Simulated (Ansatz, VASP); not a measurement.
C: VASP beside Ansatz

File INCAR:

```
SYSTEM = C
PREC = Accurate
ENCUT = 520
EDIFF = 1E-6
ISMEAR = 0
SIGMA = 0.1
LREAL = .False.
LASPH = .True.
NELM = 80
ALGO = Normal
ISIF = 2
LWAVE = .False.
LCHARG = .False.
GGA = PE
NBANDS = 16
```

File KPOINTS:

```
Automatic mesh
0
Gamma
  16 16 6
  0 0 0
```

Contents of POSCAR:

```
C
1.0
    2.5093458914      0.0246999881      0.0026181987
   -1.2332821286      2.1361009010     -0.0000042595
    0.0071974000      0.0041419000      6.8079935000
C
4
Direct
    0.0239086162      0.0119543081      0.0052883586
   -0.0149030052     -0.0074515026      0.4909111004
    0.3059153298      0.6529576650      0.0088382147
    0.6850790592      0.3425395296      0.5049623263
```

Input for Ansatz:

```yaml
crystal:
  lattice:
    - [2.5093458914, 0.0246999881, 0.0026181987]
    - [-1.2332821286, 2.136100901, -4.2595e-06]
    - [0.0071974, 0.0041419, 6.8079935]
  atoms:
    - { symbol: C, position: [0.0239086162, 0.0119543081, 0.0052883586] }
    - { symbol: C, position: [-0.0149030052, -0.0074515026, 0.4909111004] }
    - { symbol: C, position: [0.3059153298, 0.652957665, 0.0088382147] }
    - { symbol: C, position: [0.6850790592, 0.3425395296, 0.5049623263] }
basis:
  ecutwfc: 420
kpoints:
  mp_grid: { grid: [16, 16, 6] }
hamiltonian:
  xc: pbe
scf:
  occupations: { method: gaussian, width: 0.1 }
output:
  forces: true
  stress: true
  eigenvalues: true
```

Alike in both runs: task single point; functional PBE; k mesh 16 × 16 × 6; occupations gaussian, width 0.1 eV; no spin polarisation.

|  | VASP | Ansatz |
| --- | --- | --- |
| version | VASP 6.6.1 | Ansatz 0.2.0 |
| potentials or method | VASP PAW PBE potentials, release 64 (C), cutoff 520 eV | scalar-relativistic, plane waves, PAW |
| valence electrons in the cell | 16 | 16 |

|  | VASP | Ansatz | Ansatz less VASP |
| --- | --- | --- | --- |
| gap on the k mesh at the Fermi level (eV) | 0.11 | 0.11 | 0.000 |
| least direct gap on the mesh (eV) | 0.11 | 0.11 | 0.000 |
| pressure (GPa) | -3.2 | -3.6 | -0.34 |
| traceless stress, the component that is largest in VASP (GPa) | -13.13 | -12.93 | +0.201 |
| rms of the force components (eV/Å) | 2.480 | 2.474 | -0.0065 |

Atom by atom the forces differ by 0.008 eV/Å (rms over components). Ansatz's warnings: structure snapped to symmetry.
